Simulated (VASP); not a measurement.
Here is a VASP 6.6.1 calculation.

INCAR

```
SYSTEM = NiO
ALGO = Normal
EDIFF = 1E-7
ENCUT = 520
GGA = PE
ISIF = 2
ISMEAR = -1
ISPIN = 2
LASPH = .TRUE.
LCHARG = .FALSE.
LMAXMIX = 4
LORBIT = 11
LREAL = .FALSE.
LWAVE = .FALSE.
MAGMOM = 1 0
NBANDS = 19
NELM = 150
PREC = Accurate
SIGMA = 0.05
```

The input KPOINTS:

```
k-points
0
G
  10 10 10
  0 0 0
```

The input POSCAR:

```
NiO
1.0
    0.0000000000      2.2406300000      2.2406300000
    2.2406300000      0.0000000000      2.2406300000
    2.2406300000      2.2406300000      0.0000000000
Ni O
1 1
Direct
    0.0053970000      0.0005760000     -0.0034920000
    0.7512850000      0.7300490000      0.7561730000
```

Potentials or basis: VASP PAW PBE potentials, release 64 (Ni, O).

Run with:

```sh
$ cat potpaw_PBE.64/Ni/POTCAR potpaw_PBE.64/O/POTCAR > POTCAR
$ mpirun -np 1 vasp_std > vasp.out
```

Problem. Estimate the site moments.

Solution. Ni +1.49; O +0.36 μB.

Problem. Estimate the pressure.

Solution. 0.5 GPa.

Problem. Estimate the net moment.

Solution. 1.90 μB per cell.

Problem. What does it give for the largest force?

Solution. 0.484 eV/Å.

Stress tensor (GPa, compression positive):
```
 0.63 -2.94  0.91
-2.94  0.69 -1.41
 0.91 -1.41  0.32
```

Caveat: the cell differs from its parent crystal (atoms moved at random); a cell with one magnetic atom can't hold antiferromagnetic order, which such compounds often take.
